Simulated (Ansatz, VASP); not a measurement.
**SrCl2 in VASP and in Ansatz**

POSCAR

```
SrCl2
1.0
    0.0000000000      3.4262502764      3.4262502764
    3.4262502764      0.0000000000      3.4262502764
    3.4262502764      3.4262502764      0.0000000000
Sr Cl
1 2
Direct
    0.0000000000      0.0000000000      0.0000000000
    0.2500000000      0.2500000000      0.2500000000
    0.7500000000      0.7500000000      0.7500000000
```

Contents of INCAR.step1:

```
  PREC = Accurate
  ENCUT = 520
  ISMEAR = 0
  SIGMA = 0.01
  LREAL = False
  LASPH = True
  NELM = 100
  NBANDS = 19
  GGA = PE
  ALGO = Normal
  EDIFF = 1E-4
  LWAVE = True
  LCHARG = False
```

File INCAR.step2:

```
  PREC = Accurate
  ENCUT = 520
  EDIFF = 1E-6
  ISMEAR = 0
  SIGMA = 0.01
  LREAL = False
  LASPH = True
  NELM = 100
  ALGO = Normal
  ISIF = 2
  LWAVE = False
  LCHARG = False
  METAGGA = R2SCAN
  LMIXTAU = True
  NBANDS = 19
  ISTART = 1
```

File KPOINTS:

```
regular mesh
0
Gamma
  6 6 6
```

Input for Ansatz:

```yaml
crystal:
  lattice:
    - [0.0, 3.4262502764, 3.4262502764]
    - [3.4262502764, 0.0, 3.4262502764]
    - [3.4262502764, 3.4262502764, 0.0]
  atoms:
    - { symbol: Sr, position: [0.0, 0.0, 0.0] }
    - { symbol: Cl, position: [0.25, 0.25, 0.25] }
    - { symbol: Cl, position: [0.75, 0.75, 0.75] }
kpoints:
  mp_grid: { grid: [6, 6, 6] }
hamiltonian:
  xc: r2scan
scf:
  occupations: { method: fixed }
  n_extra_bands: 4
output:
  forces: true
  stress: true
  eigenvalues: true
```

Alike in both runs: task single point; functional r2SCAN; k mesh 6 × 6 × 6; no spin polarisation.

```csv
,VASP,Ansatz
version,VASP 6.6.1,Ansatz 0.2.0
potentials or method,"VASP PAW PBE potentials, release 64 (Sr_sv, Cl)","plane waves, PAW"
plane-wave cutoff (eV),520,500
occupations,"gaussian, width 0.01 eV",fixed
valence electrons in the cell,24,24
```

```csv
,VASP,Ansatz,Ansatz less VASP
gap on the k mesh at the Fermi level (eV),5.95,5.95,-0.001
pressure (GPa),2.7,2.7,-0.07
```

VASP's potentials were made for PBE, not for r2SCAN.
